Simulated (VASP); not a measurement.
Write the native input for VASP 6.6.1 that does the following.

```
Task                   : electric field gradients
Functional             : PBE
Potentials or basis    : VASP PAW PBE potentials, release 64 (Ba_sv, Ti_sv, O)
Cutoff                 : 520 eV
k mesh                 : 7 × 7 × 7
Occupations            : fermi-dirac, width 0.08 eV
Spin                   : no spin polarisation
Dipole correction      : no
Further INCAR settings : ALGO = Normal; EDIFF = 1e-08; NBANDS = 28
```

The structure of BaTiO3 lies in POSCAR:

```
BaTiO3
1.0
    3.9998000000      0.0000000000      0.0000000000
    0.0000000000      3.9998000000      0.0000000000
    0.0000000000      0.0000000000      4.0180000000
Ba Ti O
1 1 3
Direct
    0.0000000000      0.0000000000      0.0000000000
    0.5000000000      0.5000000000      0.4820000000
    0.5000000000      0.5000000000      0.0160000000
    0.5000000000      0.0000000000      0.5150000000
    0.0000000000      0.5000000000      0.5150000000
```

These files were run (other wordings do the same):

INCAR

```
SYSTEM = BaTiO3
ALGO = Normal
EDIFF = 1E-8
ENCUT = 520
GGA = PE
ISIF = 2
ISMEAR = -1
LASPH = .TRUE.
LCHARG = .FALSE.
LEFG = .TRUE.
LREAL = .FALSE.
LWAVE = .FALSE.
NBANDS = 28
NELM = 100
PREC = Accurate
SIGMA = 0.08
```

KPOINTS

```
k-points
0
G
  7 7 7
  0 0 0
```

Potentials or basis: VASP PAW PBE potentials, release 64 (Ba_sv, Ti_sv, O).

Command:

```console
$ cat potpaw_PBE.64/Ba_sv/POTCAR potpaw_PBE.64/Ti_sv/POTCAR potpaw_PBE.64/O/POTCAR > POTCAR
$ mpirun -np 1 vasp_std > vasp.out
```

Results of the run:

```yaml
Pressure: 4.4 GPa
Largest_force: 0.304 eV/Å
Band_gap_on_the_k_mesh: 1.87 eV, indirect (least direct gap 2.11 eV)
```

Caveat: without QUAD_EFG the Cq values of the log hold for a quadrupole moment of 1 mb, not for the nuclei; spin-orbit coupling is left out, which moves the levels of the heavy elements.

It took 58 s on 1 thread of AMD EPYC 7R13 Processor (Zen 3) (shared host), peak memory 0.18 GiB.
